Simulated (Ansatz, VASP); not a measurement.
# CdSe: VASP beside Ansatz

The input INCAR:

```
SYSTEM = CdSe
ALGO     = Normal         ! electronic algorithm
EDIFF    = 1E-8           ! SCF threshold, eV
ENCUT    = 520            ! plane-wave cutoff, eV
ISIF     = 2              ! what is computed and relaxed
ISMEAR   = -1             ! smearing method
LASPH    = .TRUE.         ! aspherical terms in the spheres
LCHARG   = .FALSE.        ! write CHGCAR
LEFG     = .TRUE.       
LREAL    = .FALSE.        ! projectors in reciprocal space
LWAVE    = .FALSE.        ! write WAVECAR
NBANDS   = 16             ! bands
NELM     = 80             ! most SCF steps
PREC     = Accurate       ! precision mode
SIGMA    = 0.03           ! smearing width, eV
```

The input KPOINTS:

```
k-points
0
G
  8 8 8
  0 0 0
```

POSCAR

```
CdSe
1.0
    0.0000000000      3.1106741371      3.1106741371
    3.1106741371      0.0000000000      3.1106741371
    3.1106741371      3.1106741371      0.0000000000
Cd Se
1 1
Direct
    0.0000000000      0.0000000000      0.0000000000
    0.2500000000      0.2500000000      0.2500000000
```

Input for Ansatz:

```yaml
crystal:
  lattice:
    - [0.0, 3.1106741371, 3.1106741371]
    - [3.1106741371, 0.0, 3.1106741371]
    - [3.1106741371, 3.1106741371, 0.0]
  atoms:
    - { symbol: Cd, position: [0.0, 0.0, 0.0] }
    - { symbol: Se, position: [0.25, 0.25, 0.25] }
kpoints:
  mp_grid: { grid: [8, 8, 8] }
scf:
  occupations: { method: fermi_dirac, width: 0.03 }
hamiltonian:
  xc: lda
  pseudopotentials: { kind: all_electron, datasets: crystal }
output:
  forces: true
  stress: true
  eigenvalues: true
  efg: { contact_densities: true }
```

Change from the starting cell: volume scaled by 1.04, crystal datasets.

Alike in both runs: task electric field gradients; functional LDA; k mesh 8 × 8 × 8; occupations fermi-dirac, width 0.03 eV; no spin polarisation.

|  | VASP | Ansatz |
| --- | --- | --- |
| version | VASP 6.6.1 | Ansatz 0.2.0 |
| potentials or method | VASP PAW LDA potentials, release 64 (Cd, Se), cutoff 520 eV | all-electron PAW with datasets made for the crystal, scalar-relativistic |

```tsv
	VASP	Ansatz	Ansatz less VASP
pressure (GPa)	-4.4	-4.7	-0.30
```

LDA's correlation is that of Perdew and Zunger in VASP and of Perdew and Wang (1992) in Ansatz. Ansatz ran all-electron here, and VASP with PAW potentials.
